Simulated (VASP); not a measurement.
# Be16CO in VASP: notebook, part 3 of 3

VASP 6.6.1. Earlier steps stand in the parts before.

## Step 4: Single point, PBE

INCAR reads:

```
SYSTEM = Be16CO
PREC     = Accurate       ! precision mode
ENCUT    = 520            ! plane-wave cutoff, eV
EDIFF    = 1E-6           ! SCF threshold, eV
ISMEAR   = 0              ! smearing method
SIGMA    = 0.1            ! smearing width, eV
LREAL    = Auto         
LASPH    = .True.         ! aspherical terms in the spheres
NELM     = 80             ! most SCF steps
ALGO     = Normal         ! electronic algorithm
ISIF     = 2              ! what is computed and relaxed
LWAVE    = .False.        ! write WAVECAR
LCHARG   = .False.        ! write CHGCAR
LDIPOL   = .True.       
IDIPOL   = 3            
DIPOL    = 0.5 0.5 0.309
GGA      = PE             ! functional
NBANDS   = 36             ! bands
```

KPOINTS reads:

```
Automatic mesh
0
Gamma
  6 6 1
  0 0 0
```

POSCAR reads:

```
Be16CO
1.0
    4.5254381410      0.0000000000      0.0000000000
   -2.2627190705      3.9191443934      0.0000000000
    0.0000000000      0.0000000000     23.4761687145
Be C O
16 1 1
Direct
    0.3333333333      0.1666666667      0.1703855535
    0.3333333333      0.6666666667      0.1703855535
    0.8333333333      0.1666666667      0.1703855535
    0.8333333333      0.6666666667      0.1703855535
    0.1666666667      0.3333333333      0.2463521558
    0.1666666667      0.8333333333      0.2463521558
    0.6666666667      0.3333333333      0.2463521558
    0.6666666667      0.8333333333      0.2463521558
    0.3333333333      0.1666666667      0.3241941575
    0.3333333333      0.6666666667      0.3241941575
    0.8333333333      0.1666666667      0.3241941575
    0.8333333333      0.6666666667      0.3241941575
    0.1666666667      0.3333333333      0.4036505628
    0.1666666667      0.8333333333      0.4036505628
    0.6666666667      0.3333333333      0.4036505628
    0.6666666667      0.8333333333      0.4036505628
    0.1666666667      0.3333333333      0.4641374343
    0.2049696816      0.2950303184      0.5118655782
```

Potentials or basis: VASP PAW PBE potentials, release 64 (Be, C, O).

Run with:

```bash
> cat potpaw_PBE.64/Be/POTCAR potpaw_PBE.64/C/POTCAR potpaw_PBE.64/O/POTCAR > POTCAR
> mpirun -np 1 vasp_std > vasp.out
```

OUTCAR:

```text
SYSTEM = Be16CO
   PREC = Accurate
   ENCUT = 520
   EDIFF = 1E-6
   ISMEAR = 0
   LREAL = Auto
   LASPH = .True.
   NELM = 80
   ISIF = 2
   GGA = PE

 ion  position               nearest neighbor table
   1  0.333  0.167  0.170-   5 2.21   7 2.21   6 2.21   3 2.26   3 2.26   2 2.26   2 2.26   4 2.26
                             4 2.26
   2  0.333  0.667  0.170-   6 2.21   8 2.21   5 2.21   4 2.26   4 2.26   3 2.26   1 2.26   1 2.26
                             3 2.26
   3  0.833  0.167  0.170-   7 2.21   5 2.21   8 2.21   1 2.26   1 2.26   2 2.26   4 2.26   4 2.26
                             2 2.26
   4  0.833  0.667  0.170-   8 2.21   6 2.21   7 2.21   2 2.26   2 2.26   1 2.26   3 2.26   3 2.26
                             1 2.26
   5  0.167  0.333  0.246-   1 2.21   3 2.21   2 2.21   9 2.25  11 2.25  10 2.25   7 2.26   7 2.26
                             6 2.26   6 2.26   8 2.26   8 2.26
   6  0.167  0.833  0.246-   2 2.21   4 2.21   1 2.21  10 2.25  12 2.25   9 2.25   8 2.26   8 2.26
                             7 2.26   5 2.26   5 2.26   7 2.26
   7  0.667  0.333  0.246-   3 2.21   1 2.21   4 2.21  11 2.25   9 2.25  12 2.25   5 2.26   5 2.26
                             6 2.26   8 2.26   8 2.26   6 2.26
[... 707 lines left out ...]

------------------------ aborting loop because EDIFF is reached ----------------------------------------

 vacuum level on the upper side and lower side of the slab       (xc-potential included)         0.179        -0.422

  FORCE on cell =-STRESS in cart. coord.  units (eV):
  Direction    XX          YY          ZZ          XY          YZ          ZX
  --------------------------------------------------------------------------------------
  -------------------------------------------------------------------------------------
  Total       -5.2558883     -5.1673608     10.5027120      0.0766671     -0.0524399      0.0908454
  in kB      -20.2244904    -19.8838393     40.4141006      0.2950125     -0.2017871      0.3495704
  external PRESSURE =       0.1019236 kB  Pullay stress =       0.0000000 kB

 VOLUME and BASIS-vectors are now :
 -----------------------------------------------------------------------------
  energy-cutoff  :      520.00
  volume of cell :      416.37
      direct lattice vectors                 reciprocal lattice vectors
     4.525438141  0.000000000  0.000000000     0.220973079  0.127578867  0.000000000
    -2.262719071  3.919144393  0.000000000     0.000000000  0.255157733  0.000000000
     0.000000000  0.000000000 23.476168715     0.000000000  0.000000000  0.042596388

 POSITION                                       TOTAL-FORCE (eV/Angst)
 -----------------------------------------------------------------------------------
      1.13136      0.65319      4.00000        -0.048554      0.028033     -0.141969
     -0.00000      2.61276      4.00000        -0.008194     -0.059858     -0.126750
      3.39408      0.65319      4.00000         0.047741      0.037025     -0.126750
      2.26272      2.61276      4.00000         0.008287     -0.004784     -0.115643
      0.00000      1.30638      5.78340        -0.003568      0.002060      0.489470
     -1.13136      3.26595      5.78340        -0.052436     -0.032668      0.234009
[... 10 lines left out ...]
      0.00000      1.30638     10.89617         0.929484     -0.536638      5.327473
      0.26001      1.15627     12.01664        -0.489452      0.282585      1.781019
 -----------------------------------------------------------------------------------
    total drift:                                0.001041     -0.000601     -0.005623

  FREE ENERGIE OF THE ION-ELECTRON SYSTEM (eV)
  ---------------------------------------------------
  free  energy   TOTEN  =       -70.8842390808 eV

  energy  without entropy=      -70.8691444505  energy(sigma->0) =      -70.87669177

 vacuum level on the upper side and lower side of the slab         4.359         3.742
```

stdout:

```text
POSCAR found type information on POSCAR BeC O
 POSCAR found :  3 types and      18 ions
 scaLAPACK will be used
 LDA part: xc-table for (Slater+PW92), standard interpolation
 POSCAR, INCAR and KPOINTS ok, starting setup
 FFT: planning ... GRIDC
 FFT: planning ... GRID_SOFT
 FFT: planning ... GRID
 WAVECAR not read
 entering main loop
```

It took 10 min on 1 thread of Intel Xeon Platinum 8488C (Sapphire Rapids), shared host; peak memory 0.56 GiB.

What came out:

| Quantity | Value |
| --- | --- |
| Free energy | -70.8842 eV |
| Largest force | 6.548 eV/Å |
| Band gap on the k mesh | zero (band 21 reaches -1.13 eV, above the bottom of band 22 at -2.28 eV) |

Forces in eV/Å, atoms in the order of the input:
```
Be  -0.049  0.028 -0.142
Be  -0.008 -0.060 -0.127
Be   0.048  0.037 -0.127
Be   0.008 -0.005 -0.116
Be  -0.004  0.002  0.489
Be  -0.052 -0.033  0.234
Be   0.002  0.062  0.234
Be   0.053 -0.031  0.221
Be   0.149 -0.086 -0.019
Be  -0.011  0.163  0.044
Be  -0.147 -0.072  0.044
Be   0.000  0.000 -0.064
Be  -0.326  0.188 -6.537
Be  -0.110  0.018 -0.419
Be  -0.071  0.087 -0.419
Be   0.077 -0.044 -0.407
C    0.929 -0.537  5.327
O   -0.489  0.283  1.781
```

## Step 5: Single point, PBE

INCAR reads:

```
ALGO = Normal ; DIPOL = 0.5 0.5 0.311
EDIFF = 1E-7 ; ENCUT = 520
GGA = PE ; IDIPOL = 3
ISIF = 2 ; ISMEAR = 0
LASPH = T ; LCHARG = F
LDIPOL = T ; LREAL = Auto
LWAVE = F ; NBANDS = 36
NELM = 80 ; PREC = Accurate
SIGMA = 0.1
```

KPOINTS reads:

```
k-points
0
Gamma
  6 6 1
```

Edit POSCAR of step 4 so:

```diff
@@ -24,3 +24,3 @@
     0.6666666667      0.8333333333      0.4036505628
-    0.1666666667      0.3333333333      0.4641374343
-    0.2049696816      0.2950303184      0.5118655782
+    0.1666666667      0.3333333333      0.4828798452
+    0.2049696816      0.2950303184      0.5306079891
```

Run with:

```bash
> cat potpaw_PBE.64/Be/POTCAR potpaw_PBE.64/C/POTCAR potpaw_PBE.64/O/POTCAR > POTCAR
> mpirun -np 1 vasp_std > vasp.out
```

Run time: 8 min. Hardware: 1 thread of Intel Xeon Platinum 8488C (Sapphire Rapids), shared host; peak memory 0.56 GiB.

The run converged. Its results:

```
Free energy            : -71.4265 eV
Largest force          : 1.939 eV/Å
Band gap on the k mesh : zero (band 21 reaches -0.79 eV, above the bottom of band 22 at -2.12 eV)
```

Forces on the atoms (eV/Å):
```
Be  -0.027  0.016 -0.140
Be  -0.009 -0.035 -0.108
Be   0.026  0.025 -0.108
Be   0.012 -0.007 -0.113
Be   0.000  0.000  0.519
Be  -0.058 -0.029  0.231
Be  -0.004  0.065  0.231
Be   0.061 -0.035  0.207
Be   0.219 -0.127 -0.032
Be  -0.004  0.240  0.113
Be  -0.210 -0.116  0.113
Be  -0.005  0.003 -0.152
Be  -0.067  0.039  1.937
Be  -0.090  0.115 -0.406
Be  -0.145  0.021 -0.406
Be   0.083 -0.048 -0.394
C    0.622 -0.359 -1.666
O   -0.402  0.232  0.174
```

Levels at points of the mesh, in eV from the Fermi level:
```tsv
k point	band 17	band 18	band 19	band 20	band 21	band 22	band 23	band 24	band 25	band 26
(0.00, 0.00, 0.00)	-2.13	-1.97	-1.82	-1.82	-1.81	-0.91	1.85	2.08	2.79	2.91
(0.50, 0.00, 0.00)	-1.60	-1.48	-0.95	-0.24	0.41	0.55	1.43	2.37	2.73	3.11
(0.50, 0.50, 0.00)	-1.60	-1.48	-0.95	-0.23	0.41	0.54	1.41	2.43	2.77	3.11
```

## Step 6: Single point, PBE

INCAR reads:

```
PREC     = Accurate       # precision mode
ENCUT    = 520            # plane-wave cutoff, eV
EDIFF    = 1E-6           # SCF threshold, eV
ISMEAR   = 0              # smearing method
SIGMA    = 0.1            # smearing width, eV
LREAL    = Auto         
LASPH    = True           # aspherical terms in the spheres
NELM     = 60             # most SCF steps
ALGO     = Normal         # electronic algorithm
ISIF     = 2              # what is computed and relaxed
LWAVE    = False          # write WAVECAR
LCHARG   = False          # write CHGCAR
LDIPOL   = True         
IDIPOL   = 3            
DIPOL    = 0.5 0.5 0.314
GGA      = PE             # functional
NBANDS   = 36             # bands
```

KPOINTS reads:

```
regular mesh
0
Gamma
  6 6 1
```

Edit POSCAR of step 5 so:

```diff
@@ -24,3 +24,3 @@
     0.6666666667      0.8333333333      0.4036505628
-    0.1666666667      0.3333333333      0.4828798452
-    0.2049696816      0.2950303184      0.5306079891
+    0.1666666667      0.3333333333      0.5088636421
+    0.2049696816      0.2950303184      0.5565917860
```

Potentials or basis: VASP PAW PBE potentials, release 64 (Be, C, O).

Run with:

```bash
> cat potpaw_PBE.64/Be/POTCAR potpaw_PBE.64/C/POTCAR potpaw_PBE.64/O/POTCAR > POTCAR
> mpirun -np 1 vasp_std > vasp.out
```

Run time: 6.3 min. Hardware: 1 thread of Intel Xeon Platinum 8488C (Sapphire Rapids), shared host; peak memory 0.56 GiB.

Results (log left out):

```yaml
Free_energy: -70.8407 eV
Largest_force: 1.192 eV/Å
Band_gap_on_the_k_mesh: zero (band 21 reaches -0.70 eV, above the bottom of band 22 at -2.71 eV)
```

Forces on the atoms (eV/Å):
```
Be  -0.013  0.007 -0.212
Be  -0.001 -0.011 -0.194
Be   0.009  0.007 -0.194
Be   0.005 -0.003 -0.224
Be   0.006 -0.003  0.357
Be  -0.002  0.006  0.241
Be  -0.006 -0.001  0.241
Be   0.001  0.000  0.230
Be   0.145 -0.084 -0.021
Be   0.006  0.161  0.055
Be  -0.136 -0.085  0.055
Be  -0.015  0.008 -0.153
Be   0.028 -0.016  0.845
Be  -0.009  0.089 -0.294
Be  -0.081 -0.037 -0.294
Be   0.014 -0.008 -0.288
C    0.301 -0.174  1.006
O   -0.252  0.146 -1.156
```

Levels at points of the mesh, in eV from the Fermi level:
```csv
k point,band 17,band 18,band 19,band 20,band 21,band 22,band 23,band 24,band 25,band 26
"(0.00, 0.00, 0.00)",-1.84,-1.82,-1.74,-1.74,-1.68,-1.45,2.42,2.55,2.95,3.05
"(0.50, 0.00, 0.00)",-1.35,-1.33,-1.12,-0.03,0.52,0.75,0.90,2.52,2.58,3.19
"(0.50, 0.50, 0.00)",-1.35,-1.33,-1.12,-0.02,0.52,0.75,0.90,2.57,2.61,3.18
```
